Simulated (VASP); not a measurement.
Input of a VASP 6.6.1 run:

INCAR

```
SYSTEM = InAs
PREC     = Accurate       ! precision mode
ENCUT    = 500            ! plane-wave cutoff, eV
EDIFF    = 1E-8           ! SCF threshold, eV
ISMEAR   = 0              ! smearing method
SIGMA    = 0.01           ! smearing width, eV
LREAL    = .False.        ! projectors in reciprocal space
LASPH    = .True.         ! aspherical terms in the spheres
NELM     = 120            ! most SCF steps
ALGO     = Normal         ! electronic algorithm
ISIF     = 2              ! what is computed and relaxed
LWAVE    = .False.        ! write WAVECAR
LCHARG   = .False.        ! write CHGCAR
GGA      = PS             ! functional
IBRION   = 8              ! ionic algorithm
NSW      = 1              ! ionic steps
LEPSILON = .True.         ! dielectric tensor by DFPT
GGA_COMPAT= .False.
```

Contents of KPOINTS:

```
regular mesh
0
Gamma
  6 6 6
  0 0 0
```

POSCAR

```
InAs
1.0
    0.0000000000      3.0180000000      3.0180000000
    3.0180000000      0.0000000000      3.0180000000
    3.0180000000      3.0180000000      0.0000000000
In As
1 1
Direct
    0.0000000000      0.0000000000      0.0000000000
    0.2500000000      0.2500000000      0.2500000000
```

Potentials or basis: VASP PAW PBE potentials, release 64 (In_d, As).

Run with:

```sh
$ cat potpaw_PBE.64/In_d/POTCAR potpaw_PBE.64/As/POTCAR > POTCAR
$ mpirun -np 1 vasp_std > vasp.out
```

Q: What does it give for the electronic dielectric tensor (diagonal)?

A: 80.15.

Q: Estimate the Born charges (mean of the diagonal).

A: In +2.66; As -2.66 e.

Q: Predict the highest phonon frequency at Γ, LO-TO splitting left out.

A: 181 cm⁻¹.

Phonon frequencies in cm⁻¹ (negative: imaginary):
```
              q point        frequencies
(0.000, 0.000, 0.000)  0 0 0 181 181 181
```

Caveat: the cell wasn't relaxed at this level first, which shifts response properties.
